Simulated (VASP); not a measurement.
**ScAl3: single point with r2SCAN**

Crystal: ScAl3.

```
Sc Al
1.0
     4.21742    0.00000    0.00000
     0.00000    4.21742    0.00000
     0.00000    0.00000    4.21742
Sc Al
1 3
Direct
  0.00000 0.00000 0.00000
  0.50000 0.00000 0.50000
  0.00000 0.50000 0.50000
  0.50000 0.50000 0.00000
```

This cell differs from its parent crystal: volume scaled by 1.10.

| Item | Value |
| --- | --- |
| Program | VASP 6.6.1 |
| Task | single point |
| Functional | r2SCAN |
| Potentials or basis | VASP PAW PBE potentials, release 64 (Sc_sv, Al) |
| Cutoff | 520 eV |
| k mesh | 10 × 10 × 10 |
| Occupations | gaussian, width 0.1 eV |
| Spin | no spin polarisation |
| Dipole correction | no |
| Further INCAR settings | ALGO = Normal; EDIFF = 1e-06; NBANDS = 18 |

The pressure is -7.4 GPa. The band gap on the k mesh is zero (band 10 reaches 7.32 eV, above the bottom of band 11 at 3.34 eV).

Levels at points of the mesh, in eV from the Fermi level:
| k point | band 6 | band 7 | band 8 | band 9 | band 10 | band 11 | band 12 | band 13 | band 14 | band 15 |
| --- | --- | --- | --- | --- | --- | --- | --- | --- | --- | --- |
| (0.00, 0.00, 0.00) | -2.63 | -2.63 | -1.97 | -1.97 | -1.97 | 1.34 | 1.34 | 1.34 | 1.35 | 4.51 |
| (0.50, 0.00, 0.00) | -7.47 | -1.72 | -1.72 | -1.40 | 0.63 | 0.84 | 0.84 | 1.36 | 1.65 | 2.18 |
| (0.50, 0.50, 0.00) | -5.84 | -5.84 | -4.47 | -0.52 | -0.52 | 1.17 | 1.40 | 2.10 | 2.51 | 3.30 |
| (0.50, 0.50, 0.50) | -4.88 | -4.88 | -4.47 | -3.18 | -3.18 | -3.18 | 0.84 | 2.62 | 2.62 | 3.85 |

It took 63 s on 1 thread of Intel(R) Xeon(R) 6975P-C (Granite Rapids), on a shared host, peak memory 0.23 GiB.

Caveat: the PAW data sets were made with another functional, which shifts forces and pressure a little.
